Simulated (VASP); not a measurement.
A run of VASP 6.6.1 is set up as follows.

POSCAR

```
NaH
1.0
    2.3412966576      2.3412966576      0.0000000000
   -2.3412966576      2.3412966576      0.0000000000
    0.0000000000      2.3412966576      2.3412966576
Na H
1 1
Direct
    0.0000000000      0.0000000000      0.0000000000
    0.5000000000      0.5000000000      0.0000000000
```

Contents of INCAR.step1:

```
SYSTEM = NaH
  ALGO = Normal
  EDIFF = 1E-4
  ENCUT = 520
  GGA = PE
  ISMEAR = 0
  LASPH = .True.
  LCHARG = .False.
  LREAL = .False.
  LWAVE = .True.
  NBANDS = 11
  NELM = 60
  PREC = Accurate
  SIGMA = 0.01
```

Contents of INCAR.step2:

```
SYSTEM = NaH
  ALGO = Normal
  EDIFF = 1E-6
  ENCUT = 520
  ISIF = 2
  ISMEAR = 0
  ISTART = 1
  LASPH = .True.
  LCHARG = .False.
  LMIXTAU = .True.
  LREAL = .False.
  LWAVE = .False.
  METAGGA = R2SCAN
  NBANDS = 11
  NELM = 60
  PREC = Accurate
  SIGMA = 0.01
```

The input KPOINTS:

```
k-points
0
Gamma
  8 8 8
  0 0 0
```

Potentials or basis: VASP PAW PBE potentials, release 64 (Na_pv, H).

The run is started by

```sh
$ cat potpaw_PBE.64/Na_pv/POTCAR potpaw_PBE.64/H/POTCAR > POTCAR
$ cp INCAR.step1 INCAR
$ mpirun -np 1 vasp_std > vasp.out
$ cp INCAR.step2 INCAR
$ mpirun -np 1 vasp_std > vasp.out
```

Q: Estimate the pressure.

A: 1.7 GPa.

Q: Estimate the band gap on the k mesh.

A: 4.54 eV, indirect (least direct gap 5.42 eV).

Caveat: the PAW data sets were made with another functional, which shifts forces and pressure a little. r2SCAN opens gaps a little over a GGA but as a rule still falls short of measured ones.
